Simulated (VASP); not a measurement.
# PbSe (Pm-3m) in VASP: a series of runs

The runs below take PbSe through single point, with PBEsol, PBE-based screened hybrid.

Everything below comes from runs of VASP 6.6.1. Logs are shortened: lines on timing, memory, paths and dates and some standing lists are left out, and cuts for length are marked.

### Step 1. The cell of the first run

The structure is cubic, space group Pm-3m (No. 221). The conventional cell has a = 3.784 Å, b = 3.784 Å, c = 3.784 Å, α = 90.00°, β = 90.00°, γ = 90.00°. Pb (site symmetry m-3m) has 8 Se at 3.28 Å and 6 Pb at 3.78 Å within 4.3 Å. Se (site symmetry m-3m) has 8 Pb at 3.28 Å and 6 Se at 3.78 Å within 4.3 Å.

### Step 2. Single point, PBEsol

Contents of INCAR:

```
SYSTEM = PbSe
ALGO = Normal
EDIFF = 1E-7
ENCUT = 520
GGA = PS
ISIF = 2
ISMEAR = 0
LASPH = .True.
LCHARG = .False.
LREAL = .False.
LWAVE = .False.
NBANDS = 17
NELM = 80
PREC = Accurate
SIGMA = 0.05
```

Contents of KPOINTS:

```
k-points
0
Gamma
  7 7 7
  0 0 0
```

Contents of POSCAR:

```
PbSe
1.0
    3.7843220000      0.0000000000      0.0000000000
    0.0000000000      3.7843220000      0.0000000000
    0.0000000000      0.0000000000      3.7843220000
Pb Se
1 1
Direct
    0.0000000000      0.0000000000      0.0000000000
    0.5000000000      0.5000000000      0.5000000000
```

Potentials or basis: VASP PAW PBE potentials, release 64 (Pb_d, Se).

Started as:

```
$ cat potpaw_PBE.64/Pb_d/POTCAR potpaw_PBE.64/Se/POTCAR > POTCAR
$ mpirun -np 1 vasp_std > vasp.out
```

OUTCAR:

```text
SYSTEM = PbSe
   EDIFF = 1E-7
   ENCUT = 520
   GGA = PS
   ISIF = 2
   ISMEAR = 0
   LASPH = .True.
   LREAL = .False.
   NELM = 80
   PREC = Accurate

 ion  position               nearest neighbor table
   1  0.000  0.000  0.000-   2 3.28   2 3.28   2 3.28   2 3.28   2 3.28   2 3.28   2 3.28   2 3.28

   2  0.500  0.500  0.500-   1 3.28   1 3.28   1 3.28   1 3.28   1 3.28   1 3.28   1 3.28   1 3.28

  LATTYP: Found a simple cubic cell.
 ALAT       =     3.7843220000

  Lattice vectors:

 A1 = (   3.7843220000,   0.0000000000,   0.0000000000)
 A2 = (   0.0000000000,   3.7843220000,   0.0000000000)
 A3 = (   0.0000000000,   0.0000000000,   3.7843220000)

Analysis of symmetry for initial positions (statically):
=====================================================================
 Subroutine PRICEL returns:
 Original cell was already a primitive cell.

 Routine SETGRP: Setting up the symmetry group for a
 simple cubic supercell.

 Subroutine GETGRP returns: Found 48 space group operations
 (whereof 48 operations were pure point group operations)
 out of a pool of 48 trial point group operations.

The static configuration has the point symmetry O_h .

Analysis of symmetry for dynamics (positions and initial velocities):
=====================================================================
 Subroutine PRICEL returns:
 Original cell was already a primitive cell.

 Routine SETGRP: Setting up the symmetry group for a
 simple cubic supercell.

 Subroutine GETGRP returns: Found 48 space group operations
 (whereof 48 operations were pure point group operations)
 out of a pool of 48 trial point group operations.

The dynamic configuration has the point symmetry O_h .

 Subroutine INISYM returns: Found 48 space group operations
 (whereof 48 operations are pure point group operations),
 and found     1 'primitive' translations

----------------------------------------------------------------------------------------

                                     Primitive cell

  volume of cell :      54.1956

  direct lattice vectors                    reciprocal lattice vectors
     3.784322000  0.000000000  0.000000000     0.264248127  0.000000000  0.000000000
     0.000000000  3.784322000  0.000000000     0.000000000  0.264248127  0.000000000
     0.000000000  0.000000000  3.784322000     0.000000000  0.000000000  0.264248127

  length of vectors
     3.784322000  3.784322000  3.784322000     0.264248127  0.264248127  0.264248127

  position of ions in fractional coordinates (direct lattice)
     0.000000000  0.000000000  0.000000000
     0.500000000  0.500000000  0.500000000

  ion indices of the primitive-cell ions
   primitive index   ion index
                 1           1
                 2           2

----------------------------------------------------------------------------------------

 KPOINTS: k-points

Automatic generation of k-mesh.
 Grid dimensions read from file:
 generate k-points for:    7    7    7

 Generating k-lattice:

  Cartesian coordinates                     Fractional coordinates (reciprocal lattice)
     0.037749732  0.000000000  0.000000000     0.142857143  0.000000000  0.000000000
     0.000000000  0.037749732  0.000000000     0.000000000  0.142857143  0.000000000
     0.000000000  0.000000000  0.037749732     0.000000000  0.000000000  0.142857143

  Length of vectors
     0.037749732  0.037749732  0.037749732

  Shift w.r.t. Gamma in fractional coordinates (k-lattice)
     0.000000000  0.000000000  0.000000000

 Subroutine IBZKPT returns following result:
 ===========================================

 Found     20 irreducible k-points:

 Following reciprocal coordinates:
            Coordinates               Weight
  0.000000  0.000000  0.000000      1.000000
  0.142857  0.000000  0.000000      6.000000
  0.285714  0.000000  0.000000      6.000000
  0.428571  0.000000  0.000000      6.000000
  0.142857  0.142857  0.000000     12.000000
  0.285714  0.142857  0.000000     24.000000
[... 12 lines left out ...]
  0.428571  0.428571  0.285714     24.000000
  0.428571  0.428571  0.428571      8.000000
   k-points           NKPTS =     20   k-points in BZ     NKDIM =     20   number of bands    NBANDS=     17
   number of dos      NEDOS =    301   number of ions     NIONS =      2
   total plane-waves  NPLWV =  21952
   dimension x,y,z NGX =    28 NGY =   28 NGZ =   28
   dimension x,y,z NGXF=    56 NGYF=   56 NGZF=   56
   ions per type =               1   1
   NGX,Y,Z   is equivalent  to a cutoff of  12.30, 12.30, 12.30 a.u.
   NGXF,Y,Z  is equivalent  to a cutoff of  24.60, 24.60, 24.60 a.u.
 SYSTEM =  PbSe
   PREC   = accura    normal or accurate (medium, high low for compatibility)
   ISTART =      0    job   : 0-new  1-cont  2-samecut
   ICHARG =      2    charge: 1-file 2-atom 10-const
   ISPIN  =      1    spin polarized calculation?
   LNONCOLLINEAR =      F non collinear calculations
   LSORBIT =      F    spin-orbit coupling
   LASPH  =      T    aspherical Exc in radial PAW
   ENCUT  =  520.0 eV  38.22 Ry    6.18 a.u.   7.04  7.04  7.04*2*pi/ulx,y,z
   NELM   =     80;   NELMIN=  2; NELMDL= -5     # of ELM steps
   EDIFF  = 0.1E-06   stopping-criterion for ELM
   LREAL  =      F    real-space projection
   EDIFFG = 0.1E-05   stopping-criterion for IOM
   NSW    =      0    number of steps for IOM
   IBRION =     -1    ionic relax: 0-MD 1-quasi-New 2-CG
   NFREE  =      0    steps in history (QN), initial steepest desc. (CG)
   ISIF   =      2    stress and relaxation
   ISYM   =      2    0-nonsym 1-usesym 2-fastsym
   POTIM  = 0.5000    time-step for ionic-motion
   TEBEG  =    0.0;   TEEND  =   0.0 temperature during run
   PSTRESS=    0.0 pullay stress
   NELECT =      20.0000    total number of electrons
   NUPDOWN=      -1.0000    fix difference up-down
   EMIN   =  10.00;   EMAX   =-10.00  energy-range for DOS
   EFERMI =   0.00;   METHOD = LEGACY
   ISMEAR =     0;   SIGMA  =   0.05  broadening in eV -4-tet -1-fermi 0-gaus
   EFERMI_NEDOS =   21; number of points for ismear=-14 and -15
   IALGO  =     38    algorithm
   IMIX   =      4    mixing-type and parameters
     AMIX     =   0.40;   BMIX     =  1.00
     AMIX_MAG =   1.60;   BMIX_MAG =  1.00
  volume/ion in A,a.u.               =      27.10       182.87
  Fermi-wavevector in a.u.,A,eV,Ry     =   1.174258  2.219025 18.760817  1.378881
  Thomas-Fermi vector in A             =   2.310658
   LORBIT       =      0    0 simple, 1 ext, 2 COOP (PROOUT), +10 PAW based schemes
   GGA     = PS    functional components
   LHFCALC =     F    Hartree Fock is set to
   AEXX    =    0.0000 exact exchange contribution
   IVDW    =     0    specifies the selected vdW correction
   LEPSILON=     F    determine dielectric tensor
   LRPA    =     F    only Hartree local field effects (RPA)
 non-spin polarized calculation
 Gauss-broadening in eV      SIGMA  =   0.05
  energy-cutoff  :      520.00
  volume of cell :       54.20
 maximum number of plane-waves:      1474
   NGX = 15   NGY = 15   NGZ = 15

 number of electron      20.0000009 magnetization

 Free energy of the ion-electron system (eV)
  ---------------------------------------------------
  ext. energy  EPLUGINS =         0.00000000
  ---------------------------------------------------
  free energy    TOTEN  =        -8.47186637 eV

  energy without entropy =       -8.47022908  energy(sigma->0) =       -8.47104772

 E-fermi :   5.1176     XC(G=0): -10.1238

 val. band max:        5.0508992949   @ k =   0.2857   0.1429   0.1429
 cond. band min:       5.1387284660   @ k =   0.4286   0.4286   0.0000
 fundamental gap:      0.0878291712
 Fermi energy:         5.1176348808

 k-point     1 :       0.0000    0.0000    0.0000
  band No.  band energies     occupation
      1     -11.6432      2.00000
      2     -11.6432      2.00000
      3     -11.4927      2.00000
      4     -11.4927      2.00000
      5     -11.4927      2.00000
      6      -8.0465      2.00000
[... 9 lines left out ...]
     16      16.3330      0.00000
     17      17.9744      0.00000

 k-point     2 :       0.1429    0.0000    0.0000
  band No.  band energies     occupation
      1     -11.6418      2.00000
      2     -11.6211      2.00000
      3     -11.5009      2.00000
      4     -11.5009      2.00000
      5     -11.4920      2.00000
      6      -7.8984      2.00000
[... 9 lines left out ...]
     16      17.0282      0.00000
     17      17.3488      0.00000

 k-point     3 :       0.2857    0.0000    0.0000
  band No.  band energies     occupation
      1     -11.6389      2.00000
      2     -11.5716      2.00000
      3     -11.5192      2.00000
      4     -11.5192      2.00000
      5     -11.4903      2.00000
      6      -7.5014      2.00000
[... 9 lines left out ...]
     16      15.0881      0.00000
     17      17.5211      0.00000

 k-point     4 :       0.4286    0.0000    0.0000
  band No.  band energies     occupation
      1     -11.6366      2.00000
      2     -11.5338      2.00000
      3     -11.5338      2.00000
      4     -11.5322      2.00000
      5     -11.4890      2.00000
      6      -7.0719      2.00000
[... 9 lines left out ...]
     16      17.1391      0.00000
     17      18.1549      0.00000

 k-point     5 :       0.1429    0.1429    0.0000
  band No.  band energies     occupation
      1     -11.6304      2.00000
      2     -11.6089      2.00000
      3     -11.5110      2.00000
      4     -11.5008      2.00000
      5     -11.4992      2.00000
      6      -7.7527      2.00000
[... 9 lines left out ...]
     16      15.6879      0.00000
     17      16.3234      0.00000

 k-point     6 :       0.2857    0.1429    0.0000
  band No.  band energies     occupation
      1     -11.6238      2.00000
      2     -11.5625      2.00000
      3     -11.5335      2.00000
      4     -11.5180      2.00000
      5     -11.4980      2.00000
      6      -7.3667      2.00000
[... 9 lines left out ...]
     16      15.1985      0.00000
     17      16.0065      0.00000

 k-point     7 :       0.4286    0.1429    0.0000
  band No.  band energies     occupation
      1     -11.6210      2.00000
      2     -11.5513      2.00000
      3     -11.5323      2.00000
      4     -11.5230      2.00000
      5     -11.4964      2.00000
      6      -6.9582      2.00000
[... 9 lines left out ...]
     16      16.4554      0.00000
     17      16.6223      0.00000

 k-point     8 :       0.2857    0.2857    0.0000
  band No.  band energies     occupation
      1     -11.6030      2.00000
      2     -11.5649      2.00000
      3     -11.5289      2.00000
      4     -11.5163      2.00000
      5     -11.5139      2.00000
      6      -7.0214      2.00000
[... 9 lines left out ...]
     16      15.0085      0.00000
     17      15.5608      0.00000
[... 123 lines left out ...]
      1     -11.5852      2.00000
      2     -11.5718      2.00000
      3     -11.5411      2.00000
      4     -11.5227      2.00000
      5     -11.4914      2.00000
      6      -6.6040      2.00000
[... 9 lines left out ...]
     16      14.9074      0.00000
     17      17.0508      0.00000

 k-point    16 :       0.4286    0.4286    0.1429
  band No.  band energies     occupation
      1     -11.6118      2.00000
      2     -11.5578      2.00000
      3     -11.5374      2.00000
      4     -11.5367      2.00000
      5     -11.4608      2.00000
      6      -6.3787      2.00000
[... 9 lines left out ...]
     16      15.4344      0.00000
     17      16.7122      0.00000

 k-point    17 :       0.2857    0.2857    0.2857
  band No.  band energies     occupation
      1     -11.5636      2.00000
      2     -11.5464      2.00000
      3     -11.5464      2.00000
      4     -11.5254      2.00000
      5     -11.5254      2.00000
      6      -6.6583      2.00000
[... 9 lines left out ...]
     16      15.0671      0.00000
     17      18.4304      0.00000

 k-point    18 :       0.4286    0.2857    0.2857
  band No.  band energies     occupation
      1     -11.5804      2.00000
      2     -11.5635      2.00000
      3     -11.5444      2.00000
      4     -11.5242      2.00000
      5     -11.4830      2.00000
      6      -6.4213      2.00000
[... 9 lines left out ...]
     16      15.9654      0.00000
     17      19.0550      0.00000

 k-point    19 :       0.4286    0.4286    0.2857
  band No.  band energies     occupation
      1     -11.5958      2.00000
      2     -11.5624      2.00000
      3     -11.5610      2.00000
      4     -11.5028      2.00000
      5     -11.4596      2.00000
      6      -6.2616      2.00000
[... 9 lines left out ...]
     16      17.0948      0.00000
     17      19.5562      0.00000

 k-point    20 :       0.4286    0.4286    0.4286
  band No.  band energies     occupation
      1     -11.5850      2.00000
      2     -11.5803      2.00000
      3     -11.5803      2.00000
      4     -11.4587      2.00000
      5     -11.4587      2.00000
      6      -6.1611      2.00000
[... 9 lines left out ...]
     16      18.1241      0.00000
     17      21.8388      0.00000

------------------------ aborting loop because EDIFF is reached ----------------------------------------

  FORCE on cell =-STRESS in cart. coord.  units (eV):
  Direction    XX          YY          ZZ          XY          YZ          ZX
  --------------------------------------------------------------------------------------
  -------------------------------------------------------------------------------------
  Total       -1.0974084     -1.0974084     -1.0974084     -0.0000000     -0.0000000      0.0000000
  in kB      -32.4425227    -32.4425227    -32.4425227     -0.0000000     -0.0000000      0.0000000
  external PRESSURE =     -32.4425227 kB  Pullay stress =       0.0000000 kB

 VOLUME and BASIS-vectors are now :
 -----------------------------------------------------------------------------
  energy-cutoff  :      520.00
  volume of cell :       54.20
      direct lattice vectors                 reciprocal lattice vectors
     3.784322000  0.000000000  0.000000000     0.264248127  0.000000000  0.000000000
     0.000000000  3.784322000  0.000000000     0.000000000  0.264248127  0.000000000
     0.000000000  0.000000000  3.784322000     0.000000000  0.000000000  0.264248127

 POSITION                                       TOTAL-FORCE (eV/Angst)
 -----------------------------------------------------------------------------------
      0.00000      0.00000      0.00000         0.000000      0.000000      0.000000
      1.89216      1.89216      1.89216         0.000000      0.000000      0.000000
 -----------------------------------------------------------------------------------
    total drift:                               -0.000000      0.000000     -0.000000

  FREE ENERGIE OF THE ION-ELECTRON SYSTEM (eV)
  ---------------------------------------------------
  free  energy   TOTEN  =        -8.4718663684 eV

  energy  without entropy=       -8.4702290808  energy(sigma->0) =       -8.47104772
```

Wall time 24 s (1 thread of Intel Xeon 8259CL, shared host); peak memory 0.16 GiB.

Results:

* Free energy: -8.4719 eV
* Pressure: -3.2 GPa
* Band gap on the k mesh: zero (band 10 reaches 5.15 eV, above the bottom of band 11 at 4.98 eV)

Caveat: the PAW data sets were made with another functional, which shifts forces and pressure a little; spin-orbit coupling is left out, which moves the levels of the heavy elements.

[end of part 1 of 2]
